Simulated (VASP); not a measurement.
Input of a VASP 6.6.1 run:

Contents of INCAR:

```
SYSTEM = Ta2N
  PREC = Accurate
  ENCUT = 520
  EDIFF = 1E-6
  ISMEAR = 0
  SIGMA = 0.1
  LREAL = .False.
  LASPH = .True.
  NELM = 80
  ALGO = Normal
  ISIF = 2
  LWAVE = .False.
  LCHARG = .False.
  GGA = PS
  NBANDS = 50
```

Contents of KPOINTS:

```
Automatic mesh
0
Gamma
  12 12 8
  0 0 0
```

File POSCAR:

```
Ta2N
1.0
    5.2640975886      0.0000000000      0.0000000000
   -2.6320487943      4.5588422398      0.0000000000
    0.0000000000      0.0000000000      4.9126024056
Ta N
6 3
Direct
    0.6668041045      0.6668041045      0.7527922812
    0.0000000000      0.3331958955      0.7527922812
    0.3331958955      0.0000000000      0.7527922812
    0.3331958955      0.3331958955      0.2472077188
    0.0000000000      0.6668041045      0.2472077188
    0.6668041045      0.0000000000      0.2472077188
    0.6666666667      0.3333333333      0.5000000000
    0.3333333333      0.6666666667      0.5000000000
    0.0000000000      0.0000000000      0.0000000000
```

Potentials or basis: VASP PAW PBE potentials, release 64 (Ta_pv, N).

Command:

```console
$ cat potpaw_PBE.64/Ta_pv/POTCAR potpaw_PBE.64/N/POTCAR > POTCAR
$ mpirun -np 1 vasp_std > vasp.out
```

What does it give for the largest force?

0.016 eV/Å.

Estimate the band gap on the k mesh.

zero (an odd number of electrons rules out a gap without spin polarisation).

What does it give for the pressure?

0.5 GPa.

Forces in eV/Å, atoms in the order of the input:
```
Ta  -0.001 -0.001  0.016
Ta  -0.001  0.001  0.016
Ta   0.002  0.000  0.016
Ta   0.001  0.001 -0.016
Ta   0.001 -0.001 -0.016
Ta  -0.002  0.000 -0.016
N    0.000  0.000  0.000
N    0.000  0.000  0.000
N    0.000  0.000  0.000
```

Caveat: the PAW data sets were made with another functional, which shifts forces and pressure a little; spin-orbit coupling is left out, which moves the levels of the heavy elements.
